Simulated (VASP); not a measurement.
Wanted: the native input for a VASP 6.6.1 run.

* Task: relaxation of cell and atoms
* Functional: PBE
* Potentials or basis: VASP PAW PBE potentials, release 64 (B, As_d)
* Cutoff: 560 eV
* k mesh: 8 × 8 × 8
* Occupations: gaussian, width 0.1 eV
* Spin: no spin polarisation
* Dipole correction: no
* Further INCAR settings: ALGO = Normal; EDIFF = 1e-07; IBRION = 2; EDIFFG = -0.05; NSW = 80; ISIF = 3

The structure of BAs lies in POSCAR:

```
BAs
1.0
    0.0000000000      2.4871809209      2.4871809209
    2.4871809209      0.0000000000      2.4871809209
    2.4871809209      2.4871809209      0.0000000000
B As
1 1
Direct
    0.0000000000      0.0000000000      0.0000000000
    0.2500000000      0.2500000000      0.2500000000
```

The input as run:

INCAR

```
  ALGO = Normal
  EDIFF = 1E-7
  EDIFFG = -0.05
  ENCUT = 560
  GGA = PE
  GGA_COMPAT = False
  IBRION = 2
  ISIF = 3
  ISMEAR = 0
  LASPH = True
  LCHARG = False
  LREAL = False
  LWAVE = False
  NELM = 120
  NELMIN = 4
  NSW = 80
  PREC = Accurate
  SIGMA = 0.1
```

KPOINTS

```
k-points
0
Gamma
  8 8 8
```

Potentials or basis: VASP PAW PBE potentials, release 64 (B, As_d).

Launch:

```bash
$ cat potpaw_PBE.64/B/POTCAR potpaw_PBE.64/As_d/POTCAR > POTCAR
$ mpirun -np 1 vasp_std > vasp.out
```

Results of the run:

```yaml
Relaxed_volume: 13.89 Å³/atom
Relaxed_cell: a = 3.400 Å, b = 3.400 Å, c = 3.400 Å, α = 60.00°, β = 60.00°, γ = 60.00°
Space_group_after_relaxing_to_0.1_Å: F-43m (No. 216)
Energy_gained_by_relaxing: 55.3 meV/atom
Ionic_steps: 3
Pressure_after_relaxing: 0.0 GPa
Band_gap_on_the_k_mesh: 1.22 eV (least direct gap 3.26 eV)
```

Wall time 28 s on 1 thread of AMD EPYC 7R13 Processor (Zen 3), with other jobs on the host, peak memory 0.14 GiB.
